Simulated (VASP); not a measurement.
Runs of VASP 6.6.1 on Na. The structure is that of space group Im-3m (No. 229), or close to it. The cells are those of the table. 

| cell | gap on the mesh (eV) | pressure (GPa) |
| --- | --- | --- |
| a = 3.558 Å, angles 110.7, 110.7, 107.0°, 1 atom | none | 0.4 |
| a = 3.595 Å, angles 110.3, 110.3, 107.8°, 1 atom | none | 0.1 |
| a = 3.631 Å, angles 109.9, 109.9, 108.7°, 1 atom | none | -0.1 |
| a = 3.778 Å, angles 108.3, 108.3, 111.8°, 1 atom | none | (a) |

Alike in all rows: task single point; level PBEsol; potentials or basis VASP PAW PBE potentials, release 64 (Na_pv); no spin polarisation; k mesh 16 × 16 × 16; cutoff (eV) 520; smearing gaussian 0.15 eV.

Task: Estimate the missing entries.

Result: (a) -0.8.

Caveats: the PAW data sets were made with another functional, which shifts forces and pressure a little.

A gap of «none» marks levels without a gap at the run's occupations.
